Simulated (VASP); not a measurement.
Here is a VASP 6.6.1 calculation.

File INCAR:

```
PREC = Accurate ; ENCUT = 520
EDIFF = 1E-6 ; ISMEAR = -1
SIGMA = 0.1 ; LREAL = False
LASPH = True ; NELM = 60
ALGO = Normal ; ISIF = 2
LWAVE = False ; LCHARG = True
GGA = B5 ; ALDAX = 1.0
AGGAX = 1.0 ; AGGAC = 1.0
ALDAC = 0.0 ; LELF = True
LVHAR = True ; NBANDS = 13
```

The input KPOINTS:

```
Automatic mesh
0
Gamma
  13 13 13
```

File POSCAR:

```
Mo
1.0
    2.6427200497      0.0000000000      0.0000000000
    0.0000000000      2.6427200497      0.0000000000
    0.0000000000      0.0000000000      2.6427200497
Mo
1
Direct
    0.0000000000      0.0000000000      0.0000000000
```

Potentials or basis: VASP PAW PBE potentials, release 64 (Mo_sv).

Launch:

```bash
$ cat potpaw_PBE.64/Mo_sv/POTCAR > POTCAR
$ mpirun -np 1 vasp_std > vasp.out
```

**Question.** Estimate the band gap on the k mesh.

**Answer.** Zero (band 7 reaches 11.85 eV, above the bottom of band 8 at 9.93 eV).

**Question.** What does it give for the pressure?

**Answer.** -0.1 GPa.

Caveat: the PAW data sets were made with another functional, which shifts forces and pressure a little.
